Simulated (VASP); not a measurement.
# Zr3Si2 (P4bm) in VASP: single point with r2SCAN

Aim: the single point of Zr3Si2 with r2SCAN.

All numbers are computed with VASP 6.6.1; they aren't measurements. Logs are shortened: lines on timing, memory, paths and dates and some standing lists are left out, and cuts for length are marked.

### Step 1. The cell of the first run

The structure is tetragonal, space group P4bm (No. 100). Conventional cell: a = 7.108 Å, b = 7.108 Å, c = 3.705 Å, α = 90.00°, β = 90.00°, γ = 90.00°. Within 3.8 Å of Zr (site symmetry m) lie 6 Si at 2.71 to 2.88 Å and 11 Zr at 3.21 to 3.72 Å. Zr (site symmetry 4) has 4 Si at 2.82 Å and 10 Zr at 3.21 to 3.71 Å within 3.8 Å. Si (site symmetry m) has 1 Si at 2.45 Å and 8 Zr at 2.71 to 2.88 Å within 3.2 Å.

### Step 2. Single point, r2SCAN (all Si atoms moved +0.075 Å, as atom 7 along Cartesian [0 0 1])

The input, POSCAR:

```
Zr3Si2
1.0
    7.1084398645      0.0000000000      0.0000000000
    0.0000000000      7.1084398645      0.0000000000
    0.0000000000      0.0000000000      3.7051280783
Zr Si
6 4
Direct
    0.1739136664      0.6739136664      0.5000000000
    0.8260863336      0.3260863336      0.5000000000
    0.3260863336      0.1739136664      0.5000000000
    0.6739136664      0.8260863336      0.5000000000
    0.0000000000      0.0000000000      0.0000000000
    0.5000000000      0.5000000000      0.0000000000
    0.6219463334      0.1219463334      0.0202422152
    0.3780536666      0.8780536666      0.0202422152
    0.8780536666      0.6219463334      0.0202422152
    0.1219463334      0.3780536666      0.0202422152
```

The input, INCAR.step1:

```
SYSTEM = Zr3Si2
PREC = Accurate ; ENCUT = 520
ISMEAR = 0 ; SIGMA = 0.15
LREAL = .False. ; LASPH = .True.
NELM = 80 ; NBANDS = 55
GGA = PE ; ALGO = Normal
EDIFF = 1E-4 ; LWAVE = .True.
LCHARG = .False.
```

The input, INCAR.step2:

```
SYSTEM = Zr3Si2
PREC = Accurate ; ENCUT = 520
EDIFF = 1E-6 ; ISMEAR = 0
SIGMA = 0.15 ; LREAL = .False.
LASPH = .True. ; NELM = 80
ALGO = Normal ; ISIF = 2
LWAVE = .False. ; LCHARG = .True.
METAGGA = R2SCAN ; LMIXTAU = .True.
LELF = .True. ; LVHAR = .True.
NBANDS = 55 ; ISTART = 1
```

The input, KPOINTS:

```
Automatic mesh
0
Gamma
  6 6 10
  0 0 0
```

Potentials or basis: VASP PAW PBE potentials, release 64 (Zr_sv, Si).

On the command line:

```bash
$ cat potpaw_PBE.64/Zr_sv/POTCAR potpaw_PBE.64/Si/POTCAR > POTCAR
$ cp INCAR.step1 INCAR
$ mpirun -np 1 vasp_std > vasp.out
$ cp INCAR.step2 INCAR
$ mpirun -np 1 vasp_std > vasp.out
```

OUTCAR:

```text
SYSTEM = Zr3Si2
   PREC = Accurate
   ENCUT = 520
   EDIFF = 1E-6
   ISMEAR = 0
   LREAL = .False.
   LASPH = .True.
   NELM = 80
   ISIF = 2
   METAGGA = R2SCAN
   ISTART = 1

 ion  position               nearest neighbor table
   1  0.174  0.674  0.500-   8 2.71   9 2.78  10 2.78   8 2.82  10 2.88   9 2.88   6 3.21   5 3.21
                             5 3.21   6 3.21   2 3.50   4 3.72   3 3.72   3 3.72   4 3.72
   2  0.826  0.326  0.500-   7 2.71   9 2.78  10 2.78   7 2.82  10 2.88   9 2.88   6 3.21   5 3.21
                             5 3.21   6 3.21   1 3.50   4 3.72   3 3.72   4 3.72   3 3.72
   3  0.326  0.174  0.500-  10 2.71   8 2.78   7 2.78  10 2.82   7 2.88   8 2.88   6 3.21   5 3.21
                             5 3.21   6 3.21   4 3.50   1 3.72   2 3.72   1 3.72   2 3.72
   4  0.674  0.826  0.500-   9 2.71   8 2.78   7 2.78   9 2.82   7 2.88   8 2.88   6 3.21   5 3.21
                             5 3.21   6 3.21   3 3.50   1 3.72   2 3.72   2 3.72   1 3.72
   5  0.000  0.000  0.000-   7 2.82   8 2.82   9 2.82  10 2.82   1 3.21   2 3.21   3 3.21   4 3.21
                             1 3.21   2 3.21   3 3.21   4 3.21
   6  0.500  0.500  0.000-   7 2.82   8 2.82   9 2.82  10 2.82   1 3.21   2 3.21   3 3.21   4 3.21
                             1 3.21   2 3.21   3 3.21   4 3.21
   7  0.622  0.122  0.020-   8 2.45   2 2.71   4 2.78   3 2.78   2 2.82   5 2.82   6 2.82   3 2.88
                             4 2.88
   8  0.378  0.878  0.020-   7 2.45   1 2.71   4 2.78   3 2.78   1 2.82   5 2.82   6 2.82   3 2.88
                             4 2.88
   9  0.878  0.622  0.020-  10 2.45   4 2.71   1 2.78   2 2.78   4 2.82   5 2.82   6 2.82   2 2.88
                             1 2.88
  10  0.122  0.378  0.020-   9 2.45   3 2.71   1 2.78   2 2.78   3 2.82   5 2.82   6 2.82   2 2.88
                             1 2.88

  LATTYP: Found a simple tetragonal cell.
 ALAT       =     7.1084398645
 C/A-ratio  =     0.5212294327

  Lattice vectors:

 A1 = (   7.1084398645,   0.0000000000,   0.0000000000)
 A2 = (   0.0000000000,   7.1084398645,   0.0000000000)
 A3 = (   0.0000000000,   0.0000000000,   3.7051280783)

Analysis of symmetry for initial positions (statically):
=====================================================================
 Subroutine PRICEL returns:
 Original cell was already a primitive cell.

 Routine SETGRP: Setting up the symmetry group for a
 simple tetragonal supercell.

 Subroutine GETGRP returns: Found  8 space group operations
 (whereof  4 operations were pure point group operations)
 out of a pool of 16 trial point group operations.

The static configuration has the point symmetry     .
 The point group associated with its full space group is C_4v.
[... 142 lines left out ...]
   NUPDOWN=      -1.0000    fix difference up-down
   EMIN   =  10.00;   EMAX   =-10.00  energy-range for DOS
   EFERMI =   0.00;   METHOD = LEGACY
   ISMEAR =     0;   SIGMA  =   0.15  broadening in eV -4-tet -1-fermi 0-gaus
   EFERMI_NEDOS =   21; number of points for ismear=-14 and -15
   IALGO  =     38    algorithm
   IMIX   =      4    mixing-type and parameters
     AMIX     =   0.40;   BMIX     =  1.00
     AMIX_MAG =   1.60;   BMIX_MAG =  1.00
  volume/ion in A,a.u.               =      18.72       126.34
  Fermi-wavevector in a.u.,A,eV,Ry     =   1.272873  2.405381 22.044241  1.620206
  Thomas-Fermi vector in A             =   2.405728
   LORBIT       =      0    0 simple, 1 ext, 2 COOP (PROOUT), +10 PAW based schemes
   METAGGA = R2SCAN    functional components
   LHFCALC =     F    Hartree Fock is set to
   AEXX    =    0.0000 exact exchange contribution
   IVDW    =     0    specifies the selected vdW correction
   LEPSILON=     F    determine dielectric tensor
   LRPA    =     F    only Hartree local field effects (RPA)
 non-spin polarized calculation
 Gauss-broadening in eV      SIGMA  =   0.15
  energy-cutoff  :      520.00
  volume of cell :      187.22
 maximum number of plane-waves:      5070
 NGX is ok and might be reduce to    54
   NGX = 27   NGY = 27   NGZ = 13

 number of electron      88.0000000 magnetization

 Free energy of the ion-electron system (eV)
  ---------------------------------------------------
  ext. energy  EPLUGINS =         0.00000000
  ---------------------------------------------------
  free energy    TOTEN  =      -180.88527911 eV

  energy without entropy =     -180.80313738  energy(sigma->0) =     -180.84420825

 E-fermi :   9.4336     XC(G=0): -12.1765

 val. band max:        9.4323262929   @ k =   0.1667   0.1667   0.0000
 cond. band min:       9.4390498310   @ k =   0.3333   0.0000   0.0000
 fundamental gap:      0.0067235381
 Fermi energy:         9.4335762679

 k-point     1 :       0.0000    0.0000    0.0000
  band No.  band energies     occupation
      1     -40.6786      2.00000
      2     -40.6329      2.00000
      3     -40.6321      2.00000
      4     -40.6321      2.00000
      5     -40.5066      2.00000
      6     -40.4778      2.00000
[... 1381 lines left out ...]
     54      12.6213      0.00000
     55      12.8533      0.00000

 [... further k-points ...]

------------------------ aborting loop because EDIFF is reached ----------------------------------------

  FORCE on cell =-STRESS in cart. coord.  units (eV):
  Direction    XX          YY          ZZ          XY          YZ          ZX
  --------------------------------------------------------------------------------------
  -------------------------------------------------------------------------------------
  Total        0.2920668      0.2920668      0.1224402      0.0000000      0.0000000      0.0000000
  in kB        2.4994297      2.4994297      1.0478103      0.0000000      0.0000000      0.0000000
  external PRESSURE =       2.0155566 kB  Pullay stress =       0.0000000 kB

 VOLUME and BASIS-vectors are now :
 -----------------------------------------------------------------------------
  energy-cutoff  :      520.00
  volume of cell :      187.22
      direct lattice vectors                 reciprocal lattice vectors
     7.108439865  0.000000000  0.000000000     0.140677845  0.000000000  0.000000000
     0.000000000  7.108439865  0.000000000     0.000000000  0.140677845  0.000000000
     0.000000000  0.000000000  3.705128078     0.000000000  0.000000000  0.269896203

 POSITION                                       TOTAL-FORCE (eV/Angst)
 -----------------------------------------------------------------------------------
      1.23625      4.79047      1.85256         0.010351      0.010351      0.549506
      5.87219      2.31797      1.85256        -0.010351     -0.010351      0.549506
      2.31797      1.23625      1.85256        -0.010351      0.010351      0.549506
      4.79047      5.87219      1.85256         0.010351     -0.010351      0.549506
      0.00000      0.00000      0.00000         0.000000      0.000000      0.153143
      3.55422      3.55422      0.00000         0.000000      0.000000      0.153143
      4.42107      0.86685      0.07500         0.005162      0.005162     -0.626078
      2.68737      6.24159      0.07500        -0.005162     -0.005162     -0.626078
      6.24159      4.42107      0.07500        -0.005162      0.005162     -0.626078
      0.86685      2.68737      0.07500         0.005162     -0.005162     -0.626078
 -----------------------------------------------------------------------------------
    total drift:                                0.000000      0.000000     -0.000083

  FREE ENERGIE OF THE ION-ELECTRON SYSTEM (eV)
  ---------------------------------------------------
  free  energy   TOTEN  =      -180.8852791138 eV

  energy  without entropy=     -180.8031373848  energy(sigma->0) =     -180.84420825
```

Wall time 58 min (1 thread of Oxide Virtual Turin-like, shared host); peak memory 0.56 GiB.

Results:

```
Free energy            : -180.8853 eV
Pressure               : 0.2 GPa
Largest force          : 0.626 eV/Å
Band gap on the k mesh : zero (bands 44 and 45 overlap by 1.19 eV)
```

Forces in eV/Å, atoms in the order of the input:
```
Zr   0.010  0.010  0.550
Zr  -0.010 -0.010  0.550
Zr  -0.010  0.010  0.550
Zr   0.010 -0.010  0.550
Zr   0.000  0.000  0.153
Zr   0.000  0.000  0.153
Si   0.005  0.005 -0.626
Si  -0.005 -0.005 -0.626
Si  -0.005  0.005 -0.626
Si   0.005 -0.005 -0.626
```

Stress tensor (GPa, compression positive):
```
0.25 0.00 0.00
0.00 0.25 0.00
0.00 0.00 0.10
```

Caveat: the cell differs from its parent crystal (all Si atoms moved +0.075 Å, as atom 7 along Cartesian [0 0 1]); the PAW data sets were made with another functional, which shifts forces and pressure a little.
